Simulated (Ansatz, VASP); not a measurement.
**One calculation of TaN, two programs**

```
CELL_PARAMETERS angstrom
5.17862 0.00000 0.00000
-2.58931 4.48482 0.00000
0.00000 0.00000 2.90126
ATOMIC_POSITIONS crystal
Ta 0.33333 0.66667 0.50000
Ta 0.66667 0.33333 0.50000
Ta 0.00000 0.00000 0.00000
N 0.39285 0.00000 0.00000
N 0.60715 0.60715 0.00000
N 0.00000 0.39285 0.00000
```

Change from the starting cell: volume scaled by 0.99.

Alike in both runs: task single point; functional PBE; k mesh 6 × 6 × 9; occupations fermi-dirac, width 0.01 eV; no spin polarisation.

|  | VASP | Ansatz |
| --- | --- | --- |
| version | VASP 6.6.1 | Ansatz 0.2.0 |
| potentials or method | VASP PAW PBE potentials, release 64 (Ta_pv, N), cutoff 520 eV | all-electron LAPW, scalar-relativistic |

|  | VASP | Ansatz | Ansatz less VASP |
| --- | --- | --- | --- |
| pressure (GPa) | 9.1 | 8.4 | -0.75 |
| traceless stress, the component that is largest in VASP (GPa) | -0.09 | 0.08 | +0.179 |
| rms of the force components (eV/Å) | 0.042 | 0.034 | -0.0082 |

Atom by atom the forces differ by 0.008 eV/Å (rms over components). Ansatz ran all-electron here, and VASP with PAW potentials.

Spin-orbit coupling is off throughout.
